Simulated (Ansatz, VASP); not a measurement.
# CuRe12: VASP beside Ansatz

```
Re Cu
1.0
     5.52000    0.00000    0.00000
    -4.14000    7.17069    0.00000
     0.00000    0.00000    4.45740
Re Cu
12 1
Cartesian
  -0.0049 -0.1613 0.1473
  0.0275 1.6248 1.9835
  -1.3967 2.0725 -0.4042
  -1.3802 4.1471 2.3676
  -2.7912 4.6095 0.1000
  -3.0071 6.0935 2.3027
  2.7630 -0.3108 0.5351
  2.9305 2.1835 1.6672
  1.1384 2.5262 -0.0709
  1.1780 4.0248 2.3057
  -0.0647 4.7460 0.0913
  -0.0322 6.6289 2.5186
  2.0293 0.7911 3.1700
```

Alike in both runs: functional PBEsol; k mesh 2 × 2 × 2; occupations fermi-dirac, width 0.15 eV; no spin polarisation.

Ansatz relaxed the structure, and its values are those at the end. VASP's run is a single point on that final structure, the one shown.

|  | VASP | Ansatz |
| --- | --- | --- |
| version | VASP 6.6.1 | Ansatz 0.2.0 |
| potentials or method | VASP PAW PBE potentials, release 64 (Re, Cu), cutoff 520 eV | scalar-relativistic, plane waves, PAW |
| valence electrons in the cell | 95 | 199 |

VASP gave:

* rms of the force components (eV/Å): 0.052

Question: Estimate Ansatz's values.

Answer: rms of the force components (eV/Å): 0.011.

VASP's potentials were made for PBE, not for PBEsol. With one functional, cell and mesh, what is left measures potentials, basis and numerics. VASP's potentials hold 95 valence electrons a cell and Ansatz's 199, so a difference there can come from the potentials and not from the codes.

The k mesh is coarse, so the values compare programs but aren't converged. Spin-orbit coupling is off throughout.
